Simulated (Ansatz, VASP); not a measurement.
**One calculation of Zn, two programs**

INCAR

```
ALGO = Fast
EDIFF = 1E-6
ENCUT = 520
GGA = PE
ISIF = 2
ISMEAR = 0
LASPH = True
LCHARG = False
LREAL = False
LWAVE = False
NBANDS = 12
NELM = 80
PREC = Accurate
SIGMA = 0.1
```

KPOINTS

```
k-points
0
Gamma
  18 18 18
```

The input POSCAR:

```
Zn
1.0
   -1.5340299084      1.5340299084      1.5340299084
    1.5340299084     -1.5340299084      1.5340299084
    1.5340299084      1.5340299084     -1.5340299084
Zn
1
Direct
    0.0000000000      0.0000000000      0.0000000000
```

Input for Ansatz:

```yaml
crystal:
  lattice:
    - [-1.5340299084, 1.5340299084, 1.5340299084]
    - [1.5340299084, -1.5340299084, 1.5340299084]
    - [1.5340299084, 1.5340299084, -1.5340299084]
  atoms:
    - { symbol: Zn, position: [0.0, 0.0, 0.0] }
basis:
  ecutwfc: 420
kpoints:
  mp_grid: { grid: [18, 18, 18] }
hamiltonian:
  xc: pbe
scf:
  occupations: { method: gaussian, width: 0.1 }
output:
  forces: true
  stress: true
  eigenvalues: true
```

Alike in both runs: task single point; functional PBE; k mesh 18 × 18 × 18; occupations gaussian, width 0.1 eV; no spin polarisation.

```csv
,VASP,Ansatz
version,VASP 6.6.1,Ansatz 0.2.0
potentials or method,"VASP PAW PBE potentials, release 64 (Zn), cutoff 520 eV","scalar-relativistic, plane waves, PAW"
valence electrons in the cell,12,12
```

Ansatz gave:

- gap on the k mesh at the Fermi level (eV): none
- pressure (GPa): 4.9

Q: Estimate VASP's values.

A: gap on the k mesh at the Fermi level (eV): none; pressure (GPa): 5.2.

A gap of «none» marks a metal or a gap that the smearing closes.
